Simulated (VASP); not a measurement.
**Re: single point with PBE**

Re:

```
CELL_PARAMETERS angstrom
2.47797 0.00000 0.00000
0.00000 2.47797 0.00000
0.00000 0.00000 2.47797
ATOMIC_POSITIONS crystal
Re 0.00000 0.00000 0.00000
```

```json
{
 "Program": "VASP 6.6.1",
 "Task": "single point",
 "Functional": "PBE",
 "Potentials or basis": "VASP PAW PBE potentials, release 64 (Re)",
 "Cutoff": "520 eV",
 "k mesh": "10 × 10 × 10",
 "Occupations": "methfessel-paxton, width 0.1 eV",
 "Spin": "no spin polarisation",
 "Dipole correction": "no",
 "Further INCAR settings": "ALGO = Normal; EDIFF = 1e-06; NBANDS = 10"
}
```

```
Pressure : 38.8 GPa
```

Levels at points of the mesh, in eV from the Fermi level:
| k point | band 1 | band 2 | band 3 | band 4 | band 5 | band 6 |
| --- | --- | --- | --- | --- | --- | --- |
| (0.00, 0.00, 0.00) | -9.91 | -6.11 | -6.11 | 4.25 | 4.25 | 4.25 |
| (0.50, 0.00, 0.00) | -6.25 | -5.02 | -1.04 | -0.09 | -0.09 | 4.72 |
| (0.50, 0.50, 0.00) | -7.37 | -4.20 | 0.78 | 0.78 | 5.30 | 5.30 |
| (0.50, 0.50, 0.50) | -5.54 | -5.54 | -5.54 | 7.68 | 7.69 | 7.69 |

It took 4.8 s on 1 thread of Intel(R) Xeon(R) Platinum 8488C (Sapphire Rapids), on a shared host, peak memory 0.12 GiB.

Caveat: spin-orbit coupling is left out, which moves the levels of the heavy elements.
